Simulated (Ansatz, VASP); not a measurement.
## Two plane-wave programs on HRh6

```
Rh H
1.0
     5.41659    0.00000    0.00000
    -2.70829    4.69090    0.00000
     0.00000    0.00000   22.29661
Rh H
12 2
Direct
  0.33333 0.16667 0.17940
  0.33333 0.66667 0.17940
  0.83333 0.16667 0.17940
  0.83333 0.66667 0.17940
  0.16667 0.33333 0.27578
  0.16667 0.83333 0.27578
  0.66667 0.33333 0.27578
  0.66667 0.83333 0.27578
  0.00000 0.00000 0.37210
  0.00000 0.50000 0.37210
  0.50000 0.00000 0.37210
  0.50000 0.50000 0.37210
  0.10877 0.21754 0.44969
  0.39123 0.78246 0.44969
```

Alike in both runs: task single point; functional PBE; k mesh 6 × 6 × 1; occupations gaussian, width 0.1 eV; no spin polarisation.

|  | VASP | Ansatz |
| --- | --- | --- |
| version | VASP 6.6.1 | Ansatz 0.2.0 |
| potentials or method | VASP PAW PBE potentials, release 64 (Rh_pv, H), cutoff 520 eV | scalar-relativistic, plane waves, PAW |
| valence electrons in the cell | 182 | 206 |

|  | VASP | Ansatz | Ansatz less VASP |
| --- | --- | --- | --- |
| gap on the k mesh at the Fermi level (eV) | none | none | - |
| rms of the force components (eV/Å) | 0.604 | 0.604 | 0.0000 |

Atom by atom the forces differ by 0.002 eV/Å (rms over components). A gap of «none» marks a metal or a gap that the smearing closes. With one functional, cell and mesh, what is left measures potentials, basis and numerics. VASP's potentials hold 182 valence electrons a cell and Ansatz's 206, so a difference there can come from the potentials and not from the codes. Ansatz's warnings: xc potential rough in thin density.
